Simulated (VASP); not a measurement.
Crystal: Si2Br.

```
CELL_PARAMETERS angstrom
4.28460 0.00000 0.00000
0.00000 4.28460 0.00000
0.00000 0.00000 4.67087
ATOMIC_POSITIONS crystal
Si 0.50000 0.00000 0.70730
Si 0.00000 0.50000 0.79270
Si 0.00000 0.50000 0.20730
Si 0.50000 0.00000 0.29270
Br 0.50000 0.50000 0.75000
Br 0.50000 0.50000 0.25000
```

The cell was generated, and may not be a known phase.

```yaml
Program: VASP 6.6.1
Task: relaxation of cell and atoms
Functional: PBE
Potentials_or_basis: VASP PAW PBE potentials, release 64 (Si, Br)
Cutoff: 600 eV
k_mesh: 4 × 4 × 4
Occupations: gaussian, width 0.1 eV
Spin: no spin polarisation
```

At the start: pressure 92.3 GPa; volume 14.29 Å³/atom.

Problem. How do energy, volume and symmetry change on relaxing?

Solution. Over 32 steps the energy falls by 2335.9 meV/atom and the volume is 33.48 Å³/atom (+134.3 %); space group P4_2/mmc (No. 131, to 0.1 Å) before and after.

The path:
```csv
step,energy change (eV),largest force (eV/Å),pressure (GPa),volume (Å³)
1,0.0000,7.9170,92.32,85.75
2,-12.3599,1.0083,-4.81,233.40
3,-13.1515,0.1144,3.78,151.96
4,-13.3695,0.4114,-1.61,180.28
5,-13.4005,0.3122,-0.22,171.55
6,-13.3970,0.2876,0.18,169.44
7,-13.4411,0.2288,0.40,169.24
8,-13.4438,0.2003,0.50,169.16
9,-13.4575,0.2165,0.14,171.26
10,-13.4766,0.2593,-0.77,177.64
11,-13.4853,0.2564,-0.75,177.89
12,-13.5105,0.2378,-0.67,178.64
13,-13.5550,0.1632,-0.44,180.13
14,-13.6181,0.1001,0.30,183.10
15,-12.6207,4.3824,5.13,188.98
16,-13.6146,0.2322,0.51,183.27
17,-13.6216,0.2717,0.57,183.56
18,-13.6387,0.4188,0.78,184.42
19,-13.6444,0.8145,1.25,186.13
20,-13.6813,0.7998,1.23,187.36
21,-13.7797,0.8619,1.29,190.98
22,-13.8228,1.4197,1.65,197.81
23,-13.9438,0.8264,0.84,200.72
24,-14.0003,0.0694,-0.44,206.81
25,-14.0069,0.0847,-0.20,205.47
26,-14.0071,0.1220,-0.14,205.17
27,-14.0081,0.1176,-0.12,204.81
28,-14.0105,0.1049,-0.04,203.75
29,-14.0135,0.0812,0.11,201.62
30,-14.0112,0.0367,0.43,197.40
31,-14.0139,0.0701,0.20,200.37
32,-14.0153,0.0129,0.02,200.89
```

Final structure:
```
Si Br
1.0
     5.22459    0.00000    0.00000
     0.00000    5.22459    0.00000
     0.00000    0.00000    7.35965
Si Br
4 2
Direct
  0.50000 0.00000 0.83877
  0.00000 0.50000 0.66123
  0.00000 0.50000 0.33877
  0.50000 0.00000 0.16123
  0.50000 0.50000 0.75000
  0.50000 0.50000 0.25000
```

Caveat: the k points lie up to 0.30 Å⁻¹ apart in the final cell, too coarse for converged energies and pressures of a metal; the volume moved by over 15 % at a fixed basis, so the end points are rough.
